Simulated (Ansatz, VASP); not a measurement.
**MnBr3: VASP beside Ansatz**

```
CELL_PARAMETERS angstrom
5.25880 0.00000 0.00000
0.00000 5.25880 0.00000
0.00000 0.00000 5.25880
ATOMIC_POSITIONS crystal
Mn 0.00000 0.00000 0.00000
Br 0.50000 0.00000 0.00000
Br 0.00000 0.00000 0.50000
Br 0.00000 0.50000 0.00000
```

Alike in both runs: task single point; functional PBE; k mesh 6 × 6 × 6; occupations gaussian, width 0.05 eV; collinear spin; Hubbard terms Mn d U = 3.9 eV.

|  | VASP | Ansatz |
| --- | --- | --- |
| version | VASP 6.6.1 | Ansatz 0.2.0 |
| potentials or method | VASP PAW PBE potentials, release 64 (Mn_pv, Br), cutoff 520 eV | scalar-relativistic, plane waves, PAW |
| valence electrons in the cell | 34 | 36 |

```csv
,VASP,Ansatz,Ansatz less VASP
gap on the k mesh at the Fermi level (eV),none,none,-
pressure (GPa),-0.3,0.0,+0.26
net moment per atom (μB),1.04,1.04,-0.001
size of the moment on the site where the two differ most (μB),4.45,4.40,-0.050
```

Site moments also hang on the region over which each program counts them. The programs project onto different local orbitals, so the same U acts differently, and such runs can settle in different states. A gap of «none» marks a metal or a gap that the smearing closes. VASP's potentials hold 34 valence electrons a cell and Ansatz's 36, so a difference there can come from the potentials and not from the codes. Ansatz's warnings: filled band counts differ across k points.
